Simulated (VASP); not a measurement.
Set up this calculation in VASP 6.6.1, as the native input.

| Property | Result |
| --- | --- |
| Task | single point |
| Functional | PBEsol |
| Potentials or basis | VASP PAW PBE potentials, release 64 (Sn_d) |
| Cutoff | 520 eV |
| k mesh | 12 × 12 × 12 |
| Occupations | gaussian, width 0.1 eV |
| Spin | no spin polarisation |
| Dipole correction | no |
| Further INCAR settings | ALGO = Normal; EDIFF = 1e-07; NBANDS = 21 |

The structure of Sn lies in POSCAR:

```
Sn
1.0
    0.3894720000      3.4866831680      3.4866831680
    3.4866831680      0.3894720000      3.4866831680
    3.4866831680      3.4866831680      0.3894720000
Sn
2
Direct
    0.4911056466      0.4911056466      0.4911056466
    0.7588943534      0.7588943534      0.7588943534
```

This cell differs from its parent crystal: strained and its atoms moved.

The input as run:

INCAR

```
SYSTEM = Sn
PREC = Accurate ; ENCUT = 520
EDIFF = 1E-7 ; ISMEAR = 0
SIGMA = 0.1 ; LREAL = .FALSE.
LASPH = .TRUE. ; NELM = 80
ALGO = Normal ; ISIF = 2
LWAVE = .FALSE. ; LCHARG = .FALSE.
GGA = PS ; NBANDS = 21
```

KPOINTS

```
regular mesh
0
G
  12 12 12
  0 0 0
```

Potentials or basis: VASP PAW PBE potentials, release 64 (Sn_d).

The run is started by

```sh
$ cat potpaw_PBE.64/Sn_d/POTCAR > POTCAR
$ mpirun -np 1 vasp_std > vasp.out
```

Results of the run:

```yaml
Pressure: 4.3 GPa
Largest_force: 1.454 eV/Å
Band_gap_on_the_k_mesh: zero (bands 14 and 15 overlap by 0.29 eV)
```

Caveat: the cell differs from its parent crystal (strained and its atoms moved); the cell stands under pressure; the PAW data sets were made with another functional, which shifts forces and pressure a little; spin-orbit coupling is left out, which moves the levels of the heavy elements.

It took 2.8 min on 1 thread of Intel(R) Xeon(R) Platinum 8488C (Sapphire Rapids), with other jobs on the host, peak memory 0.39 GiB.
